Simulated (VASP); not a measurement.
GaN, 2 atoms in the cell. Symmetry: I4mm, No. 107, tetragonal system. The conventional cell has a = 3.020 Å, b = 3.020 Å, c = 4.270 Å, α = 90.00°, β = 90.00°, γ = 90.00°. Within 2.5 Å of Ga (site symmetry 4mm) lie 6 N at 1.91 to 2.36 Å. Within 2.5 Å of N (site symmetry 4mm) lie 6 Ga at 1.91 to 2.36 Å.  This cell differs from its parent crystal: atom 1 (Ga) moved by (-0.225, +0.000) A along y and z.

- Program: VASP 6.6.1
- Task: single point
- Functional: r2SCAN
- Potentials or basis: VASP PAW PBE potentials, release 64 (Ga_d, N)
- Cutoff: 520 eV
- k mesh: 12 × 12 × 12
- Occupations: gaussian, width 0.05 eV
- Spin: no spin polarisation
- Dipole correction: no
- Further INCAR settings: ALGO = Normal; EDIFF = 1e-06; NBANDS = 16

Potentials or basis: VASP PAW PBE potentials, release 64 (Ga_d, N).

Run with:

```sh
$ cat potpaw_PBE.64/Ga_d/POTCAR potpaw_PBE.64/N/POTCAR > POTCAR
$ cp INCAR.step1 INCAR
$ mpirun -np 1 vasp_std > vasp.out
$ cp INCAR.step2 INCAR
$ mpirun -np 1 vasp_std > vasp.out
```

Hardware: 1 thread of Intel Xeon 8259CL, with other jobs on the host.

Problem. Estimate the wall time of this run.

Solution. Run time: 3.6 min on 1 thread of Intel Xeon 8259CL, with other jobs on the host, peak memory 0.18 GiB. Counts: k points 163.
